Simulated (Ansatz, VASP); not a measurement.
## Two plane-wave programs on Sn3GeTe4

```xyz
8
Lattice="4.4692 2.5803 3.7487 -4.4692 2.5803 3.7487 0.0000 -5.1606 3.7487" Properties=species:S:1:pos:R:3 pbc="T T T"
Sn    2.2321    1.2887    1.9255
Sn   -2.2321    1.2887    1.9255
Sn    0.0000   -2.5774    1.9255
Ge    0.0000    0.0000    5.4209
Te   -2.1548   -1.2441    4.0070
Te    2.1548   -1.2441    4.0070
Te    0.0000    2.4882    4.0070
Te    0.0000    0.0000    0.2182
```

Alike in both runs: functional PBE; k mesh 6 × 6 × 6; occupations gaussian, width 0.01 eV; no spin polarisation.

Ansatz relaxed the structure, and its values are those at the end. VASP's run is a single point on that final structure, the one shown.

```csv
,VASP,Ansatz
version,VASP 6.6.1,Ansatz 0.2.0
potentials or method,"VASP PAW PBE potentials, release 64 (Sn_d, Ge_d, Te), cutoff 520 eV","scalar-relativistic, plane waves, PAW"
valence electrons in the cell,80,120
```

```csv
,VASP,Ansatz,Ansatz less VASP
gap on the k mesh at the Fermi level (eV),0.22,0.22,-0.001
least direct gap on the mesh (eV),0.22,0.22,-0.001
pressure (GPa),0.0,0.0,+0.02
rms of the force components (eV/Å),0.006,0.002,-0.0040
```

The functional is the same, so the differences come from potentials, cutoffs and numerics. VASP's potentials hold 80 valence electrons a cell and Ansatz's 120, so a difference there can come from the potentials and not from the codes.

Neither program's run includes spin-orbit coupling.
